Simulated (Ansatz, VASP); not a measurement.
# BeH8: VASP beside Ansatz

INCAR

```
PREC = Accurate
ENCUT = 600
EDIFF = 1E-7
ISMEAR = 0
SIGMA = 0.02
LREAL = F
LASPH = T
NELM = 80
ALGO = Normal
ISIF = 3
LWAVE = F
LCHARG = F
GGA = PE
IBRION = 2
NSW = 100
EDIFFG = -0.01
```

Contents of KPOINTS:

```
Automatic mesh
0
Gamma
  6 6 6
```

The input POSCAR:

```
BeH8
1.0
    4.1863582348      2.4169950538      3.6044151386
   -4.1863582348      2.4169950538      3.6044151386
    0.0000000000     -4.8339901075      3.6044151387
Be H
1 8
Direct
    0.0017819911      0.0017819911      0.0017819911
    0.1816409773      0.2712992089      0.6223719662
    0.6223719662      0.1816409773      0.2712992089
    0.2712992089      0.6223719662      0.1816409773
    0.6223719662      0.2712992089      0.1816409773
    0.2712992089      0.1816409773      0.6223719662
    0.1816409773      0.6223719662      0.2712992089
    0.1253161753      0.1253161753      0.1253161753
    0.8778125988      0.8778125988      0.8778125988
```

Input for Ansatz:

```yaml
crystal:
  lattice:
    - [4.1863582348, 2.4169950538, 3.6044151386]
    - [-4.1863582348, 2.4169950538, 3.6044151386]
    - [0.0, -4.8339901075, 3.6044151387]
  atoms:
    - { symbol: Be, position: [0.0017819911, 0.0017819911, 0.0017819911] }
    - { symbol: H, position: [0.1816409773, 0.2712992089, 0.6223719662] }
    - { symbol: H, position: [0.6223719662, 0.1816409773, 0.2712992089] }
    - { symbol: H, position: [0.2712992089, 0.6223719662, 0.1816409773] }
    - { symbol: H, position: [0.6223719662, 0.2712992089, 0.1816409773] }
    - { symbol: H, position: [0.2712992089, 0.1816409773, 0.6223719662] }
    - { symbol: H, position: [0.1816409773, 0.6223719662, 0.2712992089] }
    - { symbol: H, position: [0.1253161753, 0.1253161753, 0.1253161753] }
    - { symbol: H, position: [0.8778125988, 0.8778125988, 0.8778125988] }
basis:
  ecutwfc: 420
kpoints:
  mp_grid: { grid: [6, 6, 6] }
hamiltonian:
  xc: pbe
scf:
  occupations: { method: gaussian, width: 0.02 }
output:
  forces: true
  stress: true
  eigenvalues: true
  write_density: true
  write_potential: true
  elf: true
  volumetric_format: npy
relax:
  adjacent_minimum: "off"
  f_tol: 0.01
  max_steps: 80
  cell: { stress_tol: 0.05 }
```

Alike in both runs: task relaxation of cell and atoms; functional PBE; k mesh 6 × 6 × 6; occupations gaussian, width 0.02 eV; no spin polarisation.

|  | VASP | Ansatz |
| --- | --- | --- |
| version | VASP 6.6.1 | Ansatz 0.2.0 |
| potentials or method | VASP PAW PBE potentials, release 64 (Be, H), cutoff 600 eV | scalar-relativistic, plane waves, PAW |
| valence electrons in the cell | 10 | 10 |

|  | VASP | Ansatz | Ansatz less VASP |
| --- | --- | --- | --- |
| gap on the k mesh at the Fermi level, each at its own relaxed structure (eV) | 5.57 | 5.55 | -0.016 |
| relaxed volume (Å³/atom) | 24.31 | 24.31 | +0.002 |
| relaxed length of the cell vector where the two differ most in proportion (Å) | 6.030 | 6.030 | +0.0002 |

Ansatz's warnings: xc potential rough in thin density.
